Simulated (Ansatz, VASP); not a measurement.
## Two plane-wave programs on TiO2

File POSCAR:

```
TiO2
1.0
    4.5940000000      0.0000000000      0.0000000000
    0.0000000000      4.5940000000      0.0000000000
    0.0000000000      0.0000000000      2.9590000000
Ti O
2 4
Direct
    0.0000000000      0.0000000000      0.0000000000
    0.5000000000      0.5000000000      0.5000000000
    0.3060000000      0.3060000000      0.0000000000
    0.1940000000      0.8060000000      0.5000000000
    0.6940000000      0.6940000000      0.0000000000
    0.8060000000      0.1940000000      0.5000000000
```

File INCAR.step1:

```
SYSTEM = TiO2
  PREC = Accurate
  ENCUT = 660
  ISMEAR = 0
  SIGMA = 0.05
  LREAL = .FALSE.
  LASPH = .TRUE.
  NELM = 200
  ISPIN = 2
  MAGMOM = 0 0 0 0 0 0
  LMAXMIX = 4
  LDAU = .TRUE.
  LDAUTYPE = 2
  LDAUL = 2 -1
  LDAUU = 1.1 0
  LDAUJ = 0 0
  NBANDS = 37
  GGA = PE
  ALGO = Normal
  EDIFF = 1E-5
  LWAVE = .TRUE.
  LCHARG = .FALSE.
  GGA_COMPAT = .FALSE.
```

File INCAR.step2:

```
SYSTEM = TiO2
  PREC = Accurate
  ENCUT = 660
  EDIFF = 1E-6
  ISMEAR = 0
  SIGMA = 0.05
  LREAL = .FALSE.
  LASPH = .TRUE.
  NELM = 200
  ALGO = Normal
  ISIF = 2
  LWAVE = .FALSE.
  LCHARG = .FALSE.
  ISPIN = 2
  MAGMOM = 0 0 0 0 0 0
  LORBIT = 11
  LMAXMIX = 4
  LDAU = .TRUE.
  LDAUTYPE = 2
  LDAUL = 2 -1
  LDAUU = 1.1 0
  LDAUJ = 0 0
  LDAUPRINT = 1
  METAGGA = R2SCAN
  LMIXTAU = .TRUE.
  NBANDS = 37
  ISTART = 1
  GGA_COMPAT = .FALSE.
```

KPOINTS

```
regular mesh
0
G
  4 4 7
  0 0 0
```

Input for Ansatz:

```yaml
crystal:
  lattice:
    - [4.594, 0.0, 0.0]
    - [0.0, 4.594, 0.0]
    - [0.0, 0.0, 2.959]
  atoms:
    - { symbol: Ti, position: [0.0, 0.0, 0.0] }
    - { symbol: Ti, position: [0.5, 0.5, 0.5] }
    - { symbol: O, position: [0.306, 0.306, 0.0] }
    - { symbol: O, position: [0.194, 0.806, 0.5] }
    - { symbol: O, position: [0.694, 0.694, 0.0] }
    - { symbol: O, position: [0.806, 0.194, 0.5] }
hamiltonian:
  xc: r2scan
  pseudopotentials: { kind: paw }
  hubbard: { sites: [{ species: Ti, l: d, u_eff: 1.1 }] }
basis:
  ecutwfc: 500
kpoints:
  mp_grid: { grid: [4, 4, 7] }
scf:
  occupations: { method: gaussian, width: 0.05 }
  lower_state_search: "off"
output:
  forces: true
  stress: true
magnetization:
  spin_polarized: true
```

Alike in both runs: task single point; functional r2SCAN; k mesh 4 × 4 × 7; occupations gaussian, width 0.05 eV; collinear spin; Hubbard terms Ti d U = 1.1 eV.

|  | VASP | Ansatz |
| --- | --- | --- |
| version | VASP 6.6.1 | Ansatz 0.2.0 |
| potentials or method | VASP PAW PBE potentials, release 64 (Ti_sv, O), cutoff 660 eV | PAW, plane waves, scalar-relativistic |
| valence electrons in the cell | 48 | 48 |

Ansatz gave:

```
pressure (GPa)                                                : 1.2
traceless stress, the component that is largest in VASP (GPa) : 0.40
rms of the force components (eV/Å)                            : 0.090
net moment per atom (μB)                                      : 0.00
```

**Question.** Which values does VASP return?

**Answer.** Pressure (GPa): 3.3; traceless stress, the component that is largest in VASP (GPa): 1.06; rms of the force components (eV/Å): 0.124; net moment per atom (μB): 0.00.

VASP's potentials were made for PBE, not for r2SCAN. The programs project onto different local orbitals, so the same U acts differently, and such runs can settle in different states. Atom by atom the forces differ by 0.034 eV/Å (rms over components). Ansatz's warnings: no starting moments.
